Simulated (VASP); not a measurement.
# Sn (P6/mmm) in VASP: notebook

Sn is run at these levels: PBE; tasks: relaxation of cell and atoms, single point.

Everything below comes from runs of VASP 6.6.1. Logs are shortened: lines on timing, memory, paths and dates and some standing lists are left out, and cuts for length are marked.

**1. The cell of the first run**

Symmetry: P6/mmm, No. 191, hexagonal system. The conventional cell has a = 5.490 Å, b = 5.490 Å, c = 3.212 Å, α = 90.00°, β = 90.00°, γ = 120.00°. Within 4.2 Å of Sn (site symmetry 6/mmm) lie 14 Sn at 3.21 to 3.55 Å. Within 4.2 Å of Sn (site symmetry -6m2) lie 11 Sn at 3.17 to 3.55 Å.

This isn't the form of Sn at room conditions, which is tetragonal (white tin).

**2. Relaxation of cell and atoms, PBE**

INCAR

```
SYSTEM = Sn
ALGO = Normal
EDIFF = 1E-7
EDIFFG = -0.01
ENCUT = 500
GGA = PE
GGA_COMPAT = .FALSE.
IBRION = 2
ISIF = 3
ISMEAR = 0
LASPH = .TRUE.
LCHARG = .FALSE.
LREAL = .FALSE.
LWAVE = .FALSE.
NELM = 120
NELMIN = 4
NSW = 100
PREC = Accurate
SIGMA = 0.1
```

KPOINTS

```
k-points
0
G
  12 12 14
  0 0 0
```

POSCAR

```
Sn
1.0
    5.4898715601      0.0000000000      0.0000000000
   -2.7449357801      4.7543682346      0.0000000000
    0.0000000000      0.0000000000      3.2116699124
Sn
3
Direct
    0.0000000000      0.0000000000      0.0000000000
    0.3333333333      0.6666666667      0.5000000000
    0.6666666667      0.3333333333      0.5000000000
```

Potentials or basis: VASP PAW PBE potentials, release 64 (Sn_d).

Started as:

```bash
$ cat potpaw_PBE.64/Sn_d/POTCAR > POTCAR
$ mpirun -np 1 vasp_std > vasp.out
```

OUTCAR:

```text
SYSTEM = Sn
   EDIFF = 1E-7
   EDIFFG = -0.01
   ENCUT = 500
   GGA = PE
   IBRION = 2
   ISIF = 3
   ISMEAR = 0
   LASPH = .TRUE.
   LREAL = .FALSE.
   NELM = 120
   NELMIN = 4
   NSW = 100
   PREC = Accurate

 ion  position               nearest neighbor table
   1  0.000  0.000  0.000-   2 3.55   3 3.55   2 3.55   3 3.55   3 3.55   3 3.55   2 3.55   2 3.55
                             3 3.55   3 3.55   2 3.55   2 3.55
   2  0.333  0.667  0.500-   3 3.17   3 3.17   3 3.17   1 3.55   1 3.55   1 3.55   1 3.55   1 3.55
                             1 3.55
   3  0.667  0.333  0.500-   2 3.17   2 3.17   2 3.17   1 3.55   1 3.55   1 3.55   1 3.55   1 3.55
                             1 3.55

  LATTYP: Found a hexagonal cell.
 ALAT       =     5.4898715601
 C/A-ratio  =     0.5850173137

  Lattice vectors:

 A1 = (   5.4898715601,   0.0000000000,   0.0000000000)
 A2 = (  -2.7449357801,   4.7543682346,   0.0000000000)
 A3 = (   0.0000000000,   0.0000000000,   3.2116699124)

Analysis of symmetry for initial positions (statically):
=====================================================================
 Subroutine PRICEL returns:
 Original cell was already a primitive cell.

 Routine SETGRP: Setting up the symmetry group for a
 hexagonal supercell.

 Subroutine GETGRP returns: Found 24 space group operations
 (whereof 24 operations were pure point group operations)
 out of a pool of 24 trial point group operations.

The static configuration has the point symmetry D_6h.

Analysis of symmetry for dynamics (positions and initial velocities):
=====================================================================
 Subroutine PRICEL returns:
 Original cell was already a primitive cell.

 Routine SETGRP: Setting up the symmetry group for a
 hexagonal supercell.

 Subroutine GETGRP returns: Found 24 space group operations
 (whereof 24 operations were pure point group operations)
 out of a pool of 24 trial point group operations.

The dynamic configuration has the point symmetry D_6h.

 Subroutine INISYM returns: Found 24 space group operations
 (whereof 24 operations are pure point group operations),
 and found     1 'primitive' translations

----------------------------------------------------------------------------------------

                                     Primitive cell

  volume of cell :      83.8274

[... 97 lines left out ...]
   ISYM   =      2    0-nonsym 1-usesym 2-fastsym
   POTIM  = 0.5000    time-step for ionic-motion
   TEBEG  =    0.0;   TEEND  =   0.0 temperature during run
   PSTRESS=    0.0 pullay stress
   NELECT =      42.0000    total number of electrons
   NUPDOWN=      -1.0000    fix difference up-down
   EMIN   =  10.00;   EMAX   =-10.00  energy-range for DOS
   EFERMI =   0.00;   METHOD = LEGACY
   ISMEAR =     0;   SIGMA  =   0.10  broadening in eV -4-tet -1-fermi 0-gaus
   EFERMI_NEDOS =   21; number of points for ismear=-14 and -15
   IALGO  =     38    algorithm
   IMIX   =      4    mixing-type and parameters
     AMIX     =   0.40;   BMIX     =  1.00
     AMIX_MAG =   1.60;   BMIX_MAG =  1.00
  volume/ion in A,a.u.               =      27.94       188.57
  Fermi-wavevector in a.u.,A,eV,Ry     =   1.300257  2.457130 23.002948  1.690669
  Thomas-Fermi vector in A             =   2.431468
   LORBIT       =      0    0 simple, 1 ext, 2 COOP (PROOUT), +10 PAW based schemes
   GGA     = PE    functional components
   LHFCALC =     F    Hartree Fock is set to
   AEXX    =    0.0000 exact exchange contribution
   IVDW    =     0    specifies the selected vdW correction
   LEPSILON=     F    determine dielectric tensor
   LRPA    =     F    only Hartree local field effects (RPA)
 conjugate gradient relaxation of ions
 non-spin polarized calculation
 Gauss-broadening in eV      SIGMA  =   0.10
  energy-cutoff  :      500.00
  volume of cell :       83.83
 maximum number of plane-waves:      2151
   NGX = 21   NGY = 21   NGZ = 11

--------------------------------------- Ionic step        1  -------------------------------------------

 number of electron      42.0000013 magnetization

 Free energy of the ion-electron system (eV)
  ---------------------------------------------------
  ext. energy  EPLUGINS =         0.00000000
  ---------------------------------------------------
  free energy    TOTEN  =       -11.31683777 eV

  energy without entropy =      -11.30350867  energy(sigma->0) =      -11.31017322

------------------------ aborting loop because EDIFF is reached ----------------------------------------

  FORCE on cell =-STRESS in cart. coord.  units (eV):
  Direction    XX          YY          ZZ          XY          YZ          ZX
  --------------------------------------------------------------------------------------
  -------------------------------------------------------------------------------------
  Total       -0.2542158     -0.2542158      0.2134749      0.0000000      0.0000000      0.0000000
  in kB       -4.8587805     -4.8587805      4.0801074      0.0000000      0.0000000      0.0000000
  external PRESSURE =      -1.8791512 kB  Pullay stress =       0.0000000 kB
[... 209 lines left out ...]
--------------------------------------- Ionic step        7  -------------------------------------------

 number of electron      42.0000001 magnetization

 Free energy of the ion-electron system (eV)
  ---------------------------------------------------
  ext. energy  EPLUGINS =         0.00000000
  ---------------------------------------------------
  free energy    TOTEN  =       -11.32272050 eV

  energy without entropy =      -11.31255989  energy(sigma->0) =      -11.31764020

 E-fermi :   7.8371     XC(G=0): -10.2547

 val. band max:        7.8346239478   @ k =   0.0833   0.0833   0.2857
 cond. band min:       7.8421203075   @ k =   0.4167   0.0000   0.0714
 fundamental gap:      0.0074963597
 Fermi energy:         7.8371430716

 k-point     1 :       0.0000    0.0000    0.0000
  band No.  band energies     occupation
      1     -13.8723      2.00000
      2     -13.7974      2.00000
      3     -13.7974      2.00000
      4     -13.7453      2.00000
      5     -13.7453      2.00000
      6     -13.7361      2.00000
[... 661 lines left out ...]
     24      11.4114      0.00000
     25      12.8173      0.00000

 [... further k-points ...]

------------------------ aborting loop because EDIFF is reached ----------------------------------------

  FORCE on cell =-STRESS in cart. coord.  units (eV):
  Direction    XX          YY          ZZ          XY          YZ          ZX
  --------------------------------------------------------------------------------------
  -------------------------------------------------------------------------------------
  Total       -0.0012783     -0.0012783     -0.0021554      0.0000000     -0.0000000     -0.0000000
  in kB       -0.0245625     -0.0245625     -0.0414176      0.0000000     -0.0000000     -0.0000000
  external PRESSURE =      -0.0301808 kB  Pullay stress =       0.0000000 kB
[... 18 lines left out ...]
  FREE ENERGIE OF THE ION-ELECTRON SYSTEM (eV)
  ---------------------------------------------------
  free  energy   TOTEN  =       -11.3227204965 eV

  energy  without entropy=      -11.3125598948  energy(sigma->0) =      -11.31764020

 reached required accuracy - stopping structural energy minimisation
```

OSZICAR:

```text
N       E                     dE             d eps       ncg     rms          rms(c)
DAV:   1     0.354112677140E+03    0.35411E+03   -0.21712E+04  7600   0.256E+03
DAV:   2     0.272759276907E+02   -0.32684E+03   -0.32452E+03  7680   0.528E+02
DAV:   3    -0.100307160432E+02   -0.37307E+02   -0.36922E+02  9114   0.176E+02
DAV:   4    -0.113162990412E+02   -0.12856E+01   -0.12775E+01  8640   0.365E+01
[... 63 lines left out ...]
DAV:   3    -0.113227396411E+02    0.27812E-03   -0.84633E-04  9739   0.408E-01    0.161E-02
DAV:   4    -0.113227223587E+02    0.17282E-04   -0.66691E-05  8641   0.937E-02    0.457E-03
DAV:   5    -0.113227209940E+02    0.13646E-05   -0.31638E-06 10505   0.182E-02    0.211E-03
DAV:   6    -0.113227205586E+02    0.43549E-06   -0.27204E-07  6294   0.582E-03    0.238E-04
DAV:   7    -0.113227204965E+02    0.62005E-07   -0.17394E-08  3961   0.188E-03
   7 F= -.11322720E+02 E0= -.11317640E+02  d E =-.388734E-03
```

It took 11 min on 1 thread of AMD EPYC 9R45 (Zen 5), shared host; peak memory 0.32 GiB.

What came out:

* Free energy: -11.3227 eV
* Relaxed volume: 27.79 Å³/atom
* Relaxed cell: a = 5.428 Å, b = 5.428 Å, c = 3.268 Å, α = 90.00°, β = 90.00°, γ = 120.00°
* Space group after relaxing (to 0.1 Å): P6/mmm (No. 191)
* Energy gained by relaxing: 2.0 meV/atom
* Ionic steps: 7
* Pressure after relaxing: 0.0 GPa
* Band gap on the k mesh: zero (bands 21 and 22 overlap by 4.30 eV)

The path:
```
step  energy change (eV)  largest force (eV/Å)  pressure (GPa)  volume (Å³)
   1              0.0000                0.0000           -0.19        83.83
   2             -0.0025                0.0000            0.00        83.43
   3             -0.0045                0.0000            0.45        82.59
   4             -0.0055                0.0000            0.26        82.92
   5             -0.0055                0.0000            0.22        82.97
   6             -0.0058                0.0000            0.07        83.25
   7             -0.0059                0.0000            0.00        83.38
```

Final structure:
```xyz
3
Lattice="5.4278 0.0000 0.0000 -2.7139 4.7006 0.0000 0.0000 0.0000 3.2680" Properties=species:S:1:pos:R:3 pbc="T T T"
Sn    0.0000    0.0000    0.0000
Sn    0.0000    3.1337    1.6340
Sn    2.7139    1.5669    1.6340
```

Caveat: spin-orbit coupling is left out, which moves the levels of the heavy elements.

[end of part 1 of 2]

The gap in the log of VASP goes by the Fermi energy; the results here count the filled bands.